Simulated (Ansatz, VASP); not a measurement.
**One calculation of YSi2Ir, two programs**

Contents of INCAR:

```
ALGO = Normal ; EDIFF = 1E-6
ENCUT = 520 ; GGA = PE
ISIF = 2 ; ISMEAR = -1
LASPH = True ; LCHARG = False
LREAL = Auto ; LWAVE = False
NBANDS = 70 ; NELM = 100
PREC = Accurate ; SIGMA = 0.1
```

The input KPOINTS:

```
k-points
0
Gamma
  3 6 6
```

The input POSCAR:

```
YSi2Ir
1.0
    0.0000000000      0.0000000000      8.7109769300
    4.1380585000      0.0000000000      0.0000000000
    2.0690292500      7.7900972500     -4.3554884700
Si Y Ir
8 4 4
Direct
    0.5880000000      0.4120000000      0.1760000000
    0.4120000000      0.5880000000      0.8240000000
    0.6412000000      0.2064000000      0.5872000000
    0.0540000000      0.7936000000      0.4128000000
    0.3588000000      0.7936000000      0.4128000000
    0.9460000000      0.2064000000      0.5872000000
    0.0707000000      0.4293000000      0.1414000000
    0.9293000000      0.5707000000      0.8586000000
    0.7171000000      0.7829000000      0.4342000000
    0.2829000000      0.2171000000      0.5658000000
    0.2680000000      0.0000000000      0.0000000000
    0.7320000000      0.0000000000      0.0000000000
    0.3905000000      0.3566000000      0.2868000000
    0.1037000000      0.6434000000      0.7132000000
    0.6095000000      0.6434000000      0.7132000000
    0.8963000000      0.3566000000      0.2868000000
```

Input for Ansatz:

```yaml
crystal:
  lattice:
    - [0.0, 0.0, 8.71097693]
    - [4.1380585, 0.0, 0.0]
    - [2.06902925, 7.79009725, -4.35548847]
  atoms:
    - { symbol: Si, position: [0.588, 0.412, 0.176] }
    - { symbol: Si, position: [0.412, 0.588, 0.824] }
    - { symbol: "Y", position: [0.7171, 0.7829, 0.4342] }
    - { symbol: "Y", position: [0.2829, 0.2171, 0.5658] }
    - { symbol: Si, position: [0.6412, 0.2064, 0.5872] }
    - { symbol: Si, position: [0.054, 0.7936, 0.4128] }
    - { symbol: Si, position: [0.3588, 0.7936, 0.4128] }
    - { symbol: Si, position: [0.946, 0.2064, 0.5872] }
    - { symbol: Ir, position: [0.3905, 0.3566, 0.2868] }
    - { symbol: Ir, position: [0.1037, 0.6434, 0.7132] }
    - { symbol: Ir, position: [0.6095, 0.6434, 0.7132] }
    - { symbol: Ir, position: [0.8963, 0.3566, 0.2868] }
    - { symbol: Si, position: [0.0707, 0.4293, 0.1414] }
    - { symbol: Si, position: [0.9293, 0.5707, 0.8586] }
    - { symbol: "Y", position: [0.268, 0.0, 0.0] }
    - { symbol: "Y", position: [0.732, 0.0, 0.0] }
  symmetry: { tolerance: 0.0003 }
kpoints:
  mp_grid: { grid: [3, 6, 6], shift: [0, 0, 0] }
magnetization:
  spin_polarized: false
scf:
  occupations: { method: fermi_dirac }
  lower_state_search: "off"
  max_iter: 200
hamiltonian:
  pseudopotentials: { kind: paw }
  xc: pbe
basis:
  ecutwfc: 420
  fft_grid_basis: typed
output:
  forces: true
  stress: true
  eigenvalues: true
  populations: true
  elf: true
  write_potential: true
  volumetric_format: npy
  dos:
    e_range: [-12, 8]
    de: 0.05
    projected: { site_lists: { Ir: [Ir], Si: [Si], "Y": ["Y"] } }
checkpoint:
  read: saved_state
```

Alike in both runs: task single point; functional PBE; k mesh 3 × 6 × 6; no spin polarisation.

```csv
,VASP,Ansatz
version,VASP 6.6.1,Ansatz 0.2.0
potentials or method,"VASP PAW PBE potentials, release 64 (Si, Y_sv, Ir), cutoff 520 eV",PAW plane waves
occupations,"fermi-dirac, width 0.1 eV",fermi-dirac
valence electrons in the cell,112,144
```

Ansatz gave:

- pressure (GPa): 4.5
- rms of the force components (eV/Å): 0.788

**Question.** Estimate VASP's values.

**Answer.** Pressure (GPa): 4.5; rms of the force components (eV/Å): 0.785.

VASP's potentials hold 112 valence electrons a cell and Ansatz's 144, so a difference there can come from the potentials and not from the codes.

Spin-orbit coupling is off throughout.
